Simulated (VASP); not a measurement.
Runs of VASP 6.6.1 on HfN. The structure is that of space group Fm-3m (No. 225), or close to it. The cells are those of the table. 

```csv
cell,gap on the mesh (eV),pressure (GPa)
"a = 3.219, b = 3.195, c = 3.195 Å, angles 59.5, 59.8, 59.8°, 2 atoms",none,3.1
"a = 3.147, b = 3.195, c = 3.195 Å, angles 61.0, 60.5, 60.5°, 2 atoms",none,3.1
"a = 3.207, b = 3.195, c = 3.195 Å, angles 59.8, 59.9, 59.9°, 2 atoms",none,3.0
"a = 3.279, b = 3.195, c = 3.195 Å, angles 58.3, 59.1, 59.1°, 2 atoms",none,(a)
"a = 3.267, b = 3.195, c = 3.195 Å, angles 58.5, 59.3, 59.3°, 2 atoms",none,3.2
```

Alike in all rows: task single point; level PBE; potentials or basis VASP PAW PBE potentials, release 64 (Hf_pv, N); no spin polarisation; k mesh 18 × 18 × 18; cutoff (eV) 520; smearing gaussian 0.15 eV.

Estimate the missing entries.

(a) 3.3.

Caveats: the cell stands under pressure; spin-orbit coupling is left out, which moves the levels of the heavy elements.

A k mesh can miss the band edges, and the runs leave out spin-orbit coupling on Hf.

A gap of «none» marks levels without a gap at the run's occupations.
